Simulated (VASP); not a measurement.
A run of VASP 6.6.1 is set up as follows.

The input INCAR:

```
  ALGO = Normal
  EDIFF = 1E-6
  ENCUT = 520
  GGA = PS
  ISIF = 2
  ISMEAR = -1
  LASPH = T
  LCHARG = F
  LREAL = F
  LWAVE = F
  NBANDS = 12
  NELM = 80
  PREC = Accurate
  SIGMA = 0.05
```

Contents of KPOINTS:

```
k-points
0
Gamma
  10 10 10
```

File POSCAR:

```
Zr
1.0
   -1.8100000000      1.8100000000      1.8100000000
    1.8100000000     -1.8100000000      1.8100000000
    1.8100000000      1.8100000000     -1.8100000000
Zr
1
Direct
    0.0000000000      0.0000000000      0.0000000000
```

Potentials or basis: VASP PAW PBE potentials, release 64 (Zr_sv).

Run with:

```console
$ cat potpaw_PBE.64/Zr_sv/POTCAR > POTCAR
$ mpirun -np 1 vasp_std > vasp.out
```

Q: What does it give for the band gap on the k mesh?

A: Zero (band 6 reaches 9.49 eV, above the bottom of band 7 at 7.70 eV).

Q: Predict the pressure.

A: -7.0 GPa.

Caveat: the PAW data sets were made with another functional, which shifts forces and pressure a little.
